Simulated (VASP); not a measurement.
# As in VASP: single point with r2SCAN+rVV10

Aim: the single point of As with r2SCAN+rVV10.

Everything below comes from runs of VASP 6.6.1. Logs are shortened: lines on timing, memory, paths and dates and some standing lists are left out, and cuts for length are marked.

## 1. The cell of the first run

The cell holds a slab with vacuum, 2 atoms: a = 3.619 Å, b = 3.619 Å, c = 22.500 Å, α = 90.00°, β = 90.00°, γ = 120.00°.

## 2. Single point, r2SCAN+rVV10

POSCAR

```
As
1.0
    3.6188151869      0.0000000000      0.0000000000
   -1.8094075934      3.1339858834      0.0000000000
    0.0000000000      0.0000000000     22.5000000000
As
2
Direct
    0.6666666667      0.3333333333      0.6187340176
    0.0000000000      0.0000000000      0.6790867903
```

INCAR.step1

```
PREC = Accurate
ENCUT = 440
ISMEAR = 0
SIGMA = 0.04
LREAL = False
LASPH = True
NELM = 120
LDIPOL = True
IDIPOL = 3
DIPOL = 0.5 0.5 0.649
NBANDS = 12
GGA = PE
ALGO = Normal
EDIFF = 1E-5
LWAVE = True
LCHARG = False
GGA_COMPAT = False
NELMDL = -8
```

INCAR.step2

```
PREC = Accurate
ENCUT = 440
EDIFF = 1E-6
ISMEAR = 0
SIGMA = 0.04
LREAL = False
LASPH = True
NELM = 120
ALGO = Normal
ISIF = 2
LWAVE = False
LCHARG = False
LDIPOL = True
IDIPOL = 3
DIPOL = 0.5 0.5 0.649
METAGGA = R2SCAN
LMIXTAU = True
LUSE_VDW = True
IVDW_NL = 2
BPARAM = 11.95
CPARAM = 0.0093
NBANDS = 12
ISTART = 1
GGA_COMPAT = False
```

KPOINTS

```
regular mesh
0
Gamma
  12 12 1
```

Potentials or basis: VASP PAW PBE potentials, release 64 (As).

Command:

```bash
$ cat potpaw_PBE.64/As/POTCAR > POTCAR
$ cp INCAR.step1 INCAR
$ mpirun -np 1 vasp_std > vasp.out
$ cp INCAR.step2 INCAR
$ mpirun -np 1 vasp_std > vasp.out
```

OUTCAR:

```text
PREC = Accurate
   ENCUT = 440
   EDIFF = 1E-6
   ISMEAR = 0
   LREAL = False
   LASPH = True
   NELM = 120
   ISIF = 2
   METAGGA = R2SCAN
   IVDW_NL = 2
   BPARAM = 11.95
   ISTART = 1

 ion  position               nearest neighbor table
   1  0.667  0.333  0.619-   2 2.49   2 2.49   2 2.49
   2  0.000  0.000  0.679-   1 2.49   1 2.49   1 2.49

  LATTYP: Found a hexagonal cell.
 ALAT       =     3.6188151869
 C/A-ratio  =     6.2175045804

  Lattice vectors:

 A1 = (   3.6188151869,   0.0000000000,   0.0000000000)
 A2 = (  -1.8094075934,   3.1339858834,   0.0000000000)
 A3 = (   0.0000000000,   0.0000000000,  22.5000000000)

Analysis of symmetry for initial positions (statically):
=====================================================================
 Subroutine PRICEL returns:
 Original cell was already a primitive cell.

 Routine SETGRP: Setting up the symmetry group for a
 hexagonal supercell.

 Subroutine GETGRP returns: Found 12 space group operations
 (whereof  6 operations were pure point group operations)
 out of a pool of 24 trial point group operations.

The static configuration has the point symmetry C_3v.
 The point group associated with its full space group is D_3d.

Analysis of symmetry for dynamics (positions and initial velocities):
=====================================================================
 Subroutine PRICEL returns:
 Original cell was already a primitive cell.

 Routine SETGRP: Setting up the symmetry group for a
 hexagonal supercell.

 Subroutine GETGRP returns: Found 12 space group operations
 (whereof  6 operations were pure point group operations)
 out of a pool of 24 trial point group operations.

The dynamic configuration has the point symmetry C_3v.
 The point group associated with its full space group is D_3d.

 Subroutine INISYM returns: Found 12 space group operations
 (whereof  6 operations are pure point group operations),
 and found     1 'primitive' translations

----------------------------------------------------------------------------------------

                                     Primitive cell

  volume of cell :     255.1796

  direct lattice vectors                    reciprocal lattice vectors
     3.618815187  0.000000000  0.000000000     0.276333537  0.159541242  0.000000000
    -1.809407593  3.133985883  0.000000000     0.000000000  0.319082484  0.000000000
     0.000000000  0.000000000 22.500000000     0.000000000  0.000000000  0.044444444

  length of vectors
     3.618815187  3.618815187 22.500000000     0.319082484  0.319082484  0.044444444

  position of ions in fractional coordinates (direct lattice)
     0.666666667  0.333333333  0.618734018
     0.000000000  0.000000000  0.679086790

  ion indices of the primitive-cell ions
   primitive index   ion index
                 1           1
                 2           2

----------------------------------------------------------------------------------------

 KPOINTS: regular mesh

Automatic generation of k-mesh.
 Grid dimensions read from file:
 generate k-points for:   12   12    1

 Generating k-lattice:

  Cartesian coordinates                     Fractional coordinates (reciprocal lattice)
     0.023027795  0.013295103  0.000000000     0.083333333  0.000000000  0.000000000
     0.000000000  0.026590207  0.000000000     0.000000000  0.083333333  0.000000000
     0.000000000  0.000000000  0.044444444     0.000000000  0.000000000  1.000000000

  Length of vectors
     0.026590207  0.026590207  0.044444444

  Shift w.r.t. Gamma in fractional coordinates (k-lattice)
     0.000000000  0.000000000  0.000000000

 Subroutine IBZKPT returns following result:
 ===========================================

 Found     19 irreducible k-points:

 Following reciprocal coordinates:
            Coordinates               Weight
  0.000000  0.000000  0.000000      1.000000
  0.083333  0.000000  0.000000      6.000000
  0.166667 -0.000000  0.000000      6.000000
  0.250000 -0.000000  0.000000      6.000000
  0.333333  0.000000  0.000000      6.000000
  0.416667 -0.000000  0.000000      6.000000
[... 11 lines left out ...]
  0.333333  0.250000  0.000000     12.000000
  0.333333  0.333333  0.000000      2.000000
   k-points           NKPTS =     19   k-points in BZ     NKDIM =     19   number of bands    NBANDS=     12
   number of dos      NEDOS =    301   number of ions     NIONS =      2
   total plane-waves  NPLWV = 125440
   dimension x,y,z NGX =    28 NGY =   28 NGZ =  160
   dimension x,y,z NGXF=    56 NGYF=   56 NGZF=  320
   ions per type =               2
   NGX,Y,Z   is equivalent  to a cutoff of  12.86, 12.86, 11.82 a.u.
   NGXF,Y,Z  is equivalent  to a cutoff of  25.73, 25.73, 23.64 a.u.
 SYSTEM =  unknown system
   PREC   = accura    normal or accurate (medium, high low for compatibility)
   ISTART =      1    job   : 0-new  1-cont  2-samecut
   ICHARG =      0    charge: 1-file 2-atom 10-const
   ISPIN  =      1    spin polarized calculation?
   LNONCOLLINEAR =      F non collinear calculations
   LSORBIT =      F    spin-orbit coupling
   LASPH  =      T    aspherical Exc in radial PAW
   ENCUT  =  440.0 eV  32.34 Ry    5.69 a.u.   6.19  6.19 38.48*2*pi/ulx,y,z
   NELM   =    120;   NELMIN=  2; NELMDL=  0     # of ELM steps
   EDIFF  = 0.1E-05   stopping-criterion for ELM
   LREAL  =      F    real-space projection
   EDIFFG = 0.1E-04   stopping-criterion for IOM
   NSW    =      0    number of steps for IOM
   IBRION =     -1    ionic relax: 0-MD 1-quasi-New 2-CG
   NFREE  =      0    steps in history (QN), initial steepest desc. (CG)
   ISIF   =      2    stress and relaxation
   ISYM   =      2    0-nonsym 1-usesym 2-fastsym
   POTIM  = 0.5000    time-step for ionic-motion
   TEBEG  =    0.0;   TEEND  =   0.0 temperature during run
   PSTRESS=    0.0 pullay stress
   NELECT =      10.0000    total number of electrons
   NUPDOWN=      -1.0000    fix difference up-down
   EMIN   =  10.00;   EMAX   =-10.00  energy-range for DOS
   EFERMI =   0.00;   METHOD = LEGACY
   ISMEAR =     0;   SIGMA  =   0.04  broadening in eV -4-tet -1-fermi 0-gaus
   EFERMI_NEDOS =   21; number of points for ismear=-14 and -15
   IALGO  =     38    algorithm
   IMIX   =      4    mixing-type and parameters
     AMIX     =   0.40;   BMIX     =  1.00
     AMIX_MAG =   1.60;   BMIX_MAG =  1.00
  volume/ion in A,a.u.               =     127.59       861.02
  Fermi-wavevector in a.u.,A,eV,Ry     =   0.556066  1.050812  4.207046  0.309209
  Thomas-Fermi vector in A             =   1.590073
   LORBIT       =      0    0 simple, 1 ext, 2 COOP (PROOUT), +10 PAW based schemes
   METAGGA = R2SCAN    functional components
   LHFCALC =     F    Hartree Fock is set to
   AEXX    =    0.0000 exact exchange contribution
   IVDW_NL    =     2    kernel type
   BPARAM     =11.9500
   IVDW    =     0    specifies the selected vdW correction
   LEPSILON=     F    determine dielectric tensor
   LRPA    =     F    only Hartree local field effects (RPA)
 non-spin polarized calculation
 Gauss-broadening in eV      SIGMA  =   0.04
  energy-cutoff  :      440.00
  volume of cell :      255.18
 maximum number of plane-waves:      5376
 NGX is ok and might be reduce to    28
   NGX = 13   NGY = 13   NGZ = 77

 number of electron      10.0000000 magnetization

 dipolmoment           0.000000      0.000000     -0.000009 electrons x Angstroem

 Free energy of the ion-electron system (eV)
  ---------------------------------------------------
  ext. energy  EPLUGINS =         0.00000000
  ---------------------------------------------------
  free energy    TOTEN  =       -28.98453887 eV

  energy without entropy =      -28.98453887  energy(sigma->0) =      -28.98453887

 E-fermi :  -3.9929     XC(G=0):  -2.2568

 val. band max:       -4.2226090406   @ k =   0.0000   0.0000   0.0000
 cond. band min:      -2.1392935472   @ k =   0.3333   0.0000   0.0000
 fundamental gap:      2.0833154934
 Fermi energy:        -3.9928834206

 k-point     1 :       0.0000    0.0000    0.0000
  band No.  band energies     occupation
      1     -18.1306      2.00000
      2     -11.2752      2.00000
      3      -4.4203      2.00000
      4      -4.2226      2.00000
      5      -4.2226      2.00000
      6      -1.8553      0.00000
      7      -0.3777      0.00000
      8      -0.3777      0.00000
      9       1.4757      0.00000
     10       1.6273      0.00000
     11       2.1392      0.00000
     12       2.5922      0.00000

 k-point     2 :       0.0833    0.0000    0.0000
  band No.  band energies     occupation
      1     -18.0343      2.00000
      2     -11.2671      2.00000
      3      -5.0950      2.00000
      4      -4.4326      2.00000
      5      -4.3809      2.00000
      6      -1.2488      0.00000
      7      -0.4311      0.00000
      8      -0.1496      0.00000
      9       1.5963      0.00000
     10       1.7336      0.00000
     11       2.2422      0.00000
     12       2.7019      0.00000

 k-point     3 :       0.1667   -0.0000    0.0000
  band No.  band energies     occupation
      1     -17.7483      2.00000
      2     -11.2982      2.00000
      3      -6.4278      2.00000
      4      -4.9021      2.00000
      5      -4.3048      2.00000
      6      -1.5460      0.00000
      7       0.3155      0.00000
      8       0.3995      0.00000
      9       1.9158      0.00000
     10       2.0582      0.00000
     11       2.5413      0.00000
     12       3.0156      0.00000
[... 211 lines left out ...]
 k-point    18 :       0.3333    0.2500    0.0000
  band No.  band energies     occupation
      1     -15.0768      2.00000
      2     -13.7760      2.00000
      3      -8.3790      2.00000
      4      -6.5307      2.00000
      5      -5.5694      2.00000
      6      -1.3982      0.00000
      7       0.5359      0.00000
      8       1.0751      0.00000
      9       4.2337      0.00000
     10       4.9756      0.00000
     11       5.2562      0.00000
     12       5.5846      0.00000

 k-point    19 :       0.3333    0.3333    0.0000
  band No.  band energies     occupation
      1     -14.4132      2.00000
      2     -14.4132      2.00000
      3      -8.6186      2.00000
      4      -6.0298      2.00000
      5      -6.0298      2.00000
      6      -1.6398      0.00000
      7       1.0313      0.00000
      8       1.0313      0.00000
      9       4.6854      0.00000
     10       5.4218      0.00000
     11       5.4222      0.00000
     12       6.2072      0.00000

------------------------ aborting loop because EDIFF is reached ----------------------------------------

 vacuum level on the upper side and lower side of the slab       (xc-potential included)        -0.051        -0.069

  FORCE on cell =-STRESS in cart. coord.  units (eV):
  Direction    XX          YY          ZZ          XY          YZ          ZX
  --------------------------------------------------------------------------------------
  -------------------------------------------------------------------------------------
  Total       -0.7147821     -0.7147821      0.0963792     -0.0000000     -0.0000000      0.0000000
  in kB       -4.4878496     -4.4878496      0.6051292     -0.0000000     -0.0000000      0.0000000
  external PRESSURE =      -2.7901900 kB  Pullay stress =       0.0000000 kB

 VOLUME and BASIS-vectors are now :
 -----------------------------------------------------------------------------
  energy-cutoff  :      440.00
  volume of cell :      255.18
      direct lattice vectors                 reciprocal lattice vectors
     3.618815187  0.000000000  0.000000000     0.276333537  0.159541242  0.000000000
    -1.809407593  3.133985883  0.000000000     0.000000000  0.319082484  0.000000000
     0.000000000  0.000000000 22.500000000     0.000000000  0.000000000  0.044444444

 POSITION                                       TOTAL-FORCE (eV/Angst)
 -----------------------------------------------------------------------------------
      1.80941      1.04466     13.92152         0.000000     -0.000000     -0.081402
      0.00000      0.00000     15.27945        -0.000000      0.000000      0.081402
 -----------------------------------------------------------------------------------
    total drift:                               -0.000001      0.000001      0.000007

  FREE ENERGIE OF THE ION-ELECTRON SYSTEM (eV)
  ---------------------------------------------------
  free  energy   TOTEN  =       -28.9845388670 eV

  energy  without entropy=      -28.9845388670  energy(sigma->0) =      -28.98453887

 vacuum level on the upper side and lower side of the slab         1.659         1.623
```

Run time: 5.7 min. Hardware: 1 thread of Intel Xeon Platinum 8375C at 2.90GHz (Ice Lake), shared host; peak memory 0.82 GiB.

Results:

| Quantity | Value |
| --- | --- |
| Free energy | -28.9845 eV |
| Largest force | 0.081 eV/Å |
| Band gap on the k mesh | 2.08 eV (least direct gap 2.32 eV) |

Forces on the atoms (eV/Å):
```
As   0.000  0.000 -0.081
As   0.000  0.000  0.081
```

Caveat: the PAW data sets were made with another functional, which shifts forces and pressure a little.
